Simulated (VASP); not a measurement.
# Sc (R-3m) in VASP: relaxation of cell and atoms with PBE

Aim: the relaxation of cell and atoms of Sc with PBE.

Program: VASP 6.6.1. These are calculated values, not measurements. Logs are shortened: lines on timing, memory, paths and dates and some standing lists are left out, and cuts for length are marked.

## Step 1: The cell of the first run

Symmetry: R-3m, No. 166, trigonal system. Conventional cell: a = 3.319 Å, b = 3.319 Å, c = 7.746 Å, α = 90.00°, β = 90.00°, γ = 120.00°. Sc (site symmetry -3m) has 12 Sc at 3.22 to 3.32 Å within 4.2 Å.

## Step 2: Relaxation of cell and atoms, PBE

Input file INCAR:

```
SYSTEM = Sc
PREC     = Accurate       ! precision mode
ENCUT    = 600            ! plane-wave cutoff, eV
EDIFF    = 1E-7           ! SCF threshold, eV
ISMEAR   = 0              ! smearing method
SIGMA    = 0.1            ! smearing width, eV
LREAL    = .FALSE.        ! projectors in reciprocal space
LASPH    = .TRUE.         ! aspherical terms in the spheres
NELM     = 100            ! most SCF steps
ALGO     = Normal         ! electronic algorithm
ISIF     = 3              ! what is computed and relaxed
LWAVE    = .FALSE.        ! write WAVECAR
LCHARG   = .FALSE.        ! write CHGCAR
GGA      = PE             ! functional
IBRION   = 2              ! ionic algorithm
NSW      = 65             ! ionic steps
EDIFFG   = -0.01          ! ionic threshold
```

Input file KPOINTS:

```
Automatic mesh
0
G
  15 15 6
  0 0 0
```

Input file POSCAR:

```
Sc
1.0
    3.3189332467      0.0000000000      0.0000000000
   -1.6594666233      2.8742805051      0.0000000000
    0.0000000000      0.0000000000      7.7460764039
Sc
3
Direct
    0.0000000000      0.0000000000      0.0000000000
    0.3333333333      0.6666666667      0.3333333333
    0.6666666667      0.3333333333      0.6666666667
```

Potentials or basis: VASP PAW PBE potentials, release 64 (Sc_sv).

Launch:

```bash
$ cat potpaw_PBE.64/Sc_sv/POTCAR > POTCAR
$ mpirun -np 1 vasp_std > vasp.out
```

OUTCAR:

```text
SYSTEM = Sc
   PREC = Accurate
   ENCUT = 600
   EDIFF = 1E-7
   ISMEAR = 0
   LREAL = .FALSE.
   LASPH = .TRUE.
   NELM = 100
   ISIF = 3
   GGA = PE
   IBRION = 2
   NSW = 65
   EDIFFG = -0.01

 ion  position               nearest neighbor table
   1  0.000  0.000  0.000-   2 3.22   3 3.22   2 3.22   3 3.22   3 3.22   2 3.22
   2  0.333  0.667  0.333-   1 3.22   1 3.22   1 3.22   3 3.22   3 3.22   3 3.22
   3  0.667  0.333  0.667-   1 3.22   1 3.22   1 3.22   2 3.22   2 3.22   2 3.22

  LATTYP: Found a hexagonal cell.
 ALAT       =     3.3189332467
 C/A-ratio  =     2.3339054534

  Lattice vectors:

 A1 = (   3.3189332467,   0.0000000000,   0.0000000000)
 A2 = (  -1.6594666233,   2.8742805051,   0.0000000000)
 A3 = (   0.0000000000,   0.0000000000,   7.7460764039)

Analysis of symmetry for initial positions (statically):
=====================================================================
 Subroutine PRICEL returns following result:

  LATTYP: Found a trigonal (rhomboedric) cell.
 ALAT       =     3.2153737188
 COS(alpha) =     0.4672737168

  Lattice vectors:

 A1 = (   1.6594666230,   0.9580935019,  -2.5820254685)
 A2 = (   0.0000000001,  -1.9161870035,  -2.5820254677)
 A3 = (  -1.6594666232,   0.9580935016,  -2.5820254677)

   3 primitive cells build up your supercell.

 Routine SETGRP: Setting up the symmetry group for a
 hexagonal supercell.

 Subroutine GETGRP returns: Found 12 space group operations
 (whereof 12 operations were pure point group operations)
 out of a pool of 24 trial point group operations.

The static configuration has the point symmetry D_3d.

Analysis of symmetry for dynamics (positions and initial velocities):
=====================================================================
 Subroutine PRICEL returns following result:

  LATTYP: Found a trigonal (rhomboedric) cell.
 ALAT       =     3.2153737188
 COS(alpha) =     0.4672737168

  Lattice vectors:

 A1 = (   1.6594666230,   0.9580935019,  -2.5820254685)
 A2 = (   0.0000000001,  -1.9161870035,  -2.5820254677)
 A3 = (  -1.6594666232,   0.9580935016,  -2.5820254677)

   3 primitive cells build up your supercell.

 Routine SETGRP: Setting up the symmetry group for a
 hexagonal supercell.

 Subroutine GETGRP returns: Found 12 space group operations
 (whereof 12 operations were pure point group operations)
 out of a pool of 24 trial point group operations.

The dynamic configuration has the point symmetry D_3d.

 Subroutine INISYM returns: Found 12 space group operations
 (whereof 12 operations are pure point group operations),
 and found     3 'primitive' translations

----------------------------------------------------------------------------------------

                                     Primitive cell

  volume of cell :      24.6313

  direct lattice vectors                    reciprocal lattice vectors
     1.659466623  0.958093502 -2.582025468     0.301301631  0.173956578 -0.129097616
     0.000000000 -1.916187003 -2.582025468     0.000000000 -0.347913155 -0.129097616
    -1.659466623  0.958093502 -2.582025468    -0.301301631  0.173956578 -0.129097616

  length of vectors
     3.215373719  3.215373718  3.215373718     0.371092655  0.371092655  0.371092655

  position of ions in fractional coordinates (direct lattice)
     0.000000000  0.000000000  0.000000000

  ion indices of the primitive-cell ions
   primitive index   ion index
                 1           1

----------------------------------------------------------------------------------------

 KPOINTS: Automatic mesh

Automatic generation of k-mesh.
 Grid dimensions read from file:
 generate k-points for:   15   15    6

 Generating k-lattice:

  Cartesian coordinates                     Fractional coordinates (reciprocal lattice)
     0.020086775  0.011597105  0.000000000     0.066666667  0.000000000  0.000000000
     0.000000000  0.023194210  0.000000000     0.000000000  0.066666667  0.000000000
     0.000000000  0.000000000  0.021516269     0.000000000  0.000000000  0.166666667

  Length of vectors
     0.023194210  0.023194210  0.021516269

  Shift w.r.t. Gamma in fractional coordinates (k-lattice)
     0.000000000  0.000000000  0.000000000

 Subroutine IBZKPT returns following result:
 ===========================================

 Found    146 irreducible k-points:

 Following reciprocal coordinates:
            Coordinates               Weight
  0.000000  0.000000  0.000000      1.000000
  0.066667 -0.000000  0.000000      6.000000
  0.133333  0.000000  0.000000      6.000000
  0.200000  0.000000  0.000000      6.000000
  0.266667  0.000000  0.000000      6.000000
  0.333333  0.000000  0.000000      6.000000
[... 16 lines left out ...]
  0.333333  0.200000  0.000000     12.000000
  0.400000  0.200000  0.000000      6.000000
 [... further k-points ...]
   k-points           NKPTS =    146   k-points in BZ     NKDIM =    146   number of bands    NBANDS=     20
   number of dos      NEDOS =    301   number of ions     NIONS =      3
   total plane-waves  NPLWV =  50176
   dimension x,y,z NGX =    28 NGY =   28 NGZ =   64
   dimension x,y,z NGXF=    56 NGYF=   56 NGZF=  128
   ions per type =               3
   NGX,Y,Z   is equivalent  to a cutoff of  14.03, 14.03, 13.74 a.u.
   NGXF,Y,Z  is equivalent  to a cutoff of  28.05, 28.05, 27.47 a.u.
 SYSTEM =  Sc
   PREC   = accura    normal or accurate (medium, high low for compatibility)
   ISTART =      0    job   : 0-new  1-cont  2-samecut
   ICHARG =      2    charge: 1-file 2-atom 10-const
   ISPIN  =      1    spin polarized calculation?
   LNONCOLLINEAR =      F non collinear calculations
   LSORBIT =      F    spin-orbit coupling
   LASPH  =      T    aspherical Exc in radial PAW
   ENCUT  =  600.0 eV  44.10 Ry    6.64 a.u.   6.63  6.63 15.47*2*pi/ulx,y,z
   NELM   =    100;   NELMIN=  2; NELMDL= -5     # of ELM steps
   EDIFF  = 0.1E-06   stopping-criterion for ELM
   LREAL  =      F    real-space projection
   EDIFFG = -.1E-01   stopping-criterion for IOM
   NSW    =     65    number of steps for IOM
   IBRION =      2    ionic relax: 0-MD 1-quasi-New 2-CG
   NFREE  =      1    steps in history (QN), initial steepest desc. (CG)
   ISIF   =      3    stress and relaxation
   ISYM   =      2    0-nonsym 1-usesym 2-fastsym
   POTIM  = 0.5000    time-step for ionic-motion
   TEBEG  =    0.0;   TEEND  =   0.0 temperature during run
   PSTRESS=    0.0 pullay stress
   NELECT =      33.0000    total number of electrons
   NUPDOWN=      -1.0000    fix difference up-down
   EMIN   =  10.00;   EMAX   =-10.00  energy-range for DOS
   EFERMI =   0.00;   METHOD = LEGACY
   ISMEAR =     0;   SIGMA  =   0.10  broadening in eV -4-tet -1-fermi 0-gaus
   EFERMI_NEDOS =   21; number of points for ismear=-14 and -15
   IALGO  =     38    algorithm
   IMIX   =      4    mixing-type and parameters
     AMIX     =   0.40;   BMIX     =  1.00
     AMIX_MAG =   1.60;   BMIX_MAG =  1.00
  volume/ion in A,a.u.               =      24.63       166.22
  Fermi-wavevector in a.u.,A,eV,Ry     =   1.251343  2.364695 21.304805  1.565859
  Thomas-Fermi vector in A             =   2.385295
   LORBIT       =      0    0 simple, 1 ext, 2 COOP (PROOUT), +10 PAW based schemes
   GGA     = PE    functional components
   LHFCALC =     F    Hartree Fock is set to
   AEXX    =    0.0000 exact exchange contribution
   IVDW    =     0    specifies the selected vdW correction
   LEPSILON=     F    determine dielectric tensor
   LRPA    =     F    only Hartree local field effects (RPA)
 conjugate gradient relaxation of ions
 non-spin polarized calculation
 Gauss-broadening in eV      SIGMA  =   0.10
  energy-cutoff  :      600.00
  volume of cell :       73.89
 maximum number of plane-waves:      2503
 NGX is ok and might be reduce to    28
   NGX = 13   NGY = 13   NGZ = 31

--------------------------------------- Ionic step        1  -------------------------------------------

 number of electron      32.9999999 magnetization

 Free energy of the ion-electron system (eV)
  ---------------------------------------------------
  ext. energy  EPLUGINS =         0.00000000
  ---------------------------------------------------
  free energy    TOTEN  =       -18.59496533 eV

  energy without entropy =      -18.56456775  energy(sigma->0) =      -18.57976654

------------------------ aborting loop because EDIFF is reached ----------------------------------------

  FORCE on cell =-STRESS in cart. coord.  units (eV):
  Direction    XX          YY          ZZ          XY          YZ          ZX
  --------------------------------------------------------------------------------------
  -------------------------------------------------------------------------------------
  Total       -0.3992994     -0.3992994      1.0541599     -0.0000000      0.0000000      0.0000000
  in kB       -8.6576459     -8.6576459     22.8563900     -0.0000000      0.0000000      0.0000000
  external PRESSURE =       1.8470327 kB  Pullay stress =       0.0000000 kB

 VOLUME and BASIS-vectors are now :
 -----------------------------------------------------------------------------
  energy-cutoff  :      600.00
  volume of cell :       73.89
      direct lattice vectors                 reciprocal lattice vectors
     3.318933247  0.000000000  0.000000000     0.301301631  0.173956578  0.000000000
    -1.659466623  2.874280505  0.000000000     0.000000000  0.347913155  0.000000000
     0.000000000  0.000000000  7.746076404     0.000000000  0.000000000  0.129097616
[... 149 lines left out ...]
 POSITION                                       TOTAL-FORCE (eV/Angst)
 -----------------------------------------------------------------------------------
      3.26561     -0.00000      0.00000         0.000000      0.000000     -0.000000
     -0.00000      1.88540      2.66766         0.000000     -0.000000      0.000000
      1.63281      0.94270      5.33531        -0.000000      0.000000     -0.000000
 -----------------------------------------------------------------------------------
    total drift:                               -0.000000      0.000000     -0.000000

  FREE ENERGIE OF THE ION-ELECTRON SYSTEM (eV)
  ---------------------------------------------------
  free  energy   TOTEN  =       -18.6181850035 eV

  energy  without entropy=      -18.5875825961  energy(sigma->0) =      -18.60288380

--------------------------------------- Ionic step        6  -------------------------------------------

 number of electron      33.0000000 magnetization

 Free energy of the ion-electron system (eV)
  ---------------------------------------------------
  ext. energy  EPLUGINS =         0.00000000
  ---------------------------------------------------
  free energy    TOTEN  =       -18.61823162 eV

  energy without entropy =      -18.58753259  energy(sigma->0) =      -18.60288211

 E-fermi :   3.7310     XC(G=0):  -9.8693

 val. band max:        3.7299577320   @ k =   0.2667   0.1333   0.1667
 cond. band min:       3.7357507854   @ k =   0.2000   0.2000   0.3333
 fundamental gap:      0.0057930534
 Fermi energy:         3.7309550908

 k-point     1 :       0.0000    0.0000    0.0000
  band No.  band energies     occupation
      1     -45.7089      2.00000
      2     -45.6649      2.00000
      3     -45.6649      2.00000
      4     -24.4231      2.00000
      5     -24.4231      2.00000
      6     -24.1655      2.00000
[... 12 lines left out ...]
     19       5.3099      0.00000
     20       5.3099      0.00000
[... 507 lines left out ...]
 k-point    24 :       0.4000    0.2000    0.0000
  band No.  band energies     occupation
      1     -45.6405      2.00000
      2     -45.6405      2.00000
      3     -45.6316      2.00000
      4     -24.4515      2.00000
      5     -24.4424      2.00000
      6     -24.4424      2.00000
[... 12 lines left out ...]
     19       4.3895      0.00000
     20       4.3895      0.00000

 [... further k-points ...]

------------------------ aborting loop because EDIFF is reached ----------------------------------------

  FORCE on cell =-STRESS in cart. coord.  units (eV):
  Direction    XX          YY          ZZ          XY          YZ          ZX
  --------------------------------------------------------------------------------------
  -------------------------------------------------------------------------------------
  Total       -0.0021234     -0.0021234     -0.0033677     -0.0000000     -0.0000000      0.0000000
  in kB       -0.0459394     -0.0459394     -0.0728594     -0.0000000     -0.0000000      0.0000000
  external PRESSURE =      -0.0549128 kB  Pullay stress =       0.0000000 kB

 VOLUME and BASIS-vectors are now :
 -----------------------------------------------------------------------------
  energy-cutoff  :      600.00
  volume of cell :       74.06
      direct lattice vectors                 reciprocal lattice vectors
     3.268231995 -0.000000000  0.000000000     0.305975831  0.176655228  0.000000000
    -1.634115998  2.830371933 -0.000000000     0.000000000  0.353310457 -0.000000000
    -0.000000000  0.000000000  8.005821072    -0.000000000  0.000000000  0.124909112

 POSITION                                       TOTAL-FORCE (eV/Angst)
 -----------------------------------------------------------------------------------
     -0.00000      0.00000      0.00000         0.000000     -0.000000     -0.000000
     -0.00000      1.88691      2.66861        -0.000000     -0.000000      0.000000
      1.63412      0.94346      5.33721         0.000000      0.000000     -0.000000
 -----------------------------------------------------------------------------------
    total drift:                               -0.000000      0.000000     -0.000000

  FREE ENERGIE OF THE ION-ELECTRON SYSTEM (eV)
  ---------------------------------------------------
  free  energy   TOTEN  =       -18.6182316241 eV

  energy  without entropy=      -18.5875325917  energy(sigma->0) =      -18.60288211

 reached required accuracy - stopping structural energy minimisation
```

Run time: 7.8 min. Hardware: 1 thread of Intel Xeon 6975P-C (Granite Rapids), shared host; peak memory 0.38 GiB.

Results:

```yaml
Free_energy: -18.6182 eV
Relaxed_volume: 24.69 Å³/atom
Relaxed_cell: a = 3.268 Å, b = 3.268 Å, c = 8.006 Å, α = 90.00°, β = 90.00°, γ = 120.00°
Space_group_after_relaxing_to_0.1_Å: Fm-3m (No. 225)
Energy_gained_by_relaxing: 7.8 meV/atom
Ionic_steps: 6
Pressure_after_relaxing: 0.0 GPa
Band_gap_on_the_k_mesh: zero (an odd number of electrons rules out a gap without spin polarisation)
```

Step by step:
```csv
step,energy change (eV),largest force (eV/Å),pressure (GPa),volume (Å³)
1,0.0000,0.0000,0.18,73.89
2,-0.0171,0.0000,-0.07,74.18
3,-0.0229,0.0000,-0.29,74.48
4,-0.0229,0.0000,-0.28,74.46
5,-0.0232,0.0000,0.10,73.91
6,-0.0233,0.0000,-0.01,74.06
```

Final structure:
```
Sc
1.0
     3.26823    0.00000    0.00000
    -1.63412    2.83037    0.00000
     0.00000    0.00000    8.00582
Sc
3
Cartesian
  0.0000 0.0000 0.0000
  0.0000 1.8869 2.6686
  1.6341 0.9435 5.3372
```
